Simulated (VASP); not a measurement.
Runs of VASP 6.6.1 on Lu. The structure is that of space group P6_3/mmc (No. 194), or close to it. The cells are those of the table. 

| level | cell | gap on the mesh (eV) | pressure (GPa) |
| --- | --- | --- | --- |
| r2SCAN | a = 3.480, b = 3.480, c = 5.514 Å, angles 90.0, 90.0, 120.0°, 2 atoms | none | 0.7 |
| PBEsol | a = 3.456, b = 3.456, c = 5.476 Å, angles 90.0, 90.0, 120.0°, 2 atoms | none | (b) |
| LDA | a = 3.480, b = 3.480, c = 5.514 Å, angles 90.0, 90.0, 120.0°, 2 atoms | none | -4.7 |
| r2SCAN | a = 3.432, b = 3.432, c = 5.438 Å, angles 90.0, 90.0, 120.0°, 2 atoms | none | 2.8 |
| PBEsol | a = 3.432, b = 3.432, c = 5.438 Å, angles 90.0, 90.0, 120.0°, 2 atoms | none | -0.2 |
| PBE | a = 3.572, b = 3.572, c = 5.660 Å, angles 90.0, 90.0, 120.0°, 2 atoms | none | -2.9 |
| PBEsol | a = 3.549, b = 3.549, c = 5.624 Å, angles 90.0, 90.0, 120.0°, 2 atoms | none | -4.4 |
| PBE | a = 3.456, b = 3.456, c = 5.476 Å, angles 90.0, 90.0, 120.0°, 2 atoms | none | 1.6 |
| PBEsol | a = 3.480, b = 3.480, c = 5.514 Å, angles 90.0, 90.0, 120.0°, 2 atoms | none | -2.1 |
| PBE | a = 3.480, b = 3.480, c = 5.514 Å, angles 90.0, 90.0, 120.0°, 2 atoms | none | (a) |
| LDA | a = 3.549, b = 3.549, c = 5.624 Å, angles 90.0, 90.0, 120.0°, 2 atoms | none | -6.6 |
| PBEsol | a = 3.526, b = 3.526, c = 5.588 Å, angles 90.0, 90.0, 120.0°, 2 atoms | none | -3.7 |

Alike in all rows: task single point; potentials or basis VASP PAW PBE potentials, release 64 (Lu); no spin polarisation; k mesh 9 × 9 × 5; cutoff (eV) 520; smearing fermi-dirac 0.05 eV.

Task: Fill in the values left out.

Result: (a) 0.5; (b) -1.2.

Caveats: spin-orbit coupling is left out, which moves the levels of the heavy elements; the PAW data sets were made with another functional, which shifts forces and pressure a little (at least some runs); the cell stands under tension (at least some runs).

A k mesh can miss the band edges, and the runs leave out spin-orbit coupling on Lu.

A gap of «none» marks levels without a gap at the run's occupations.
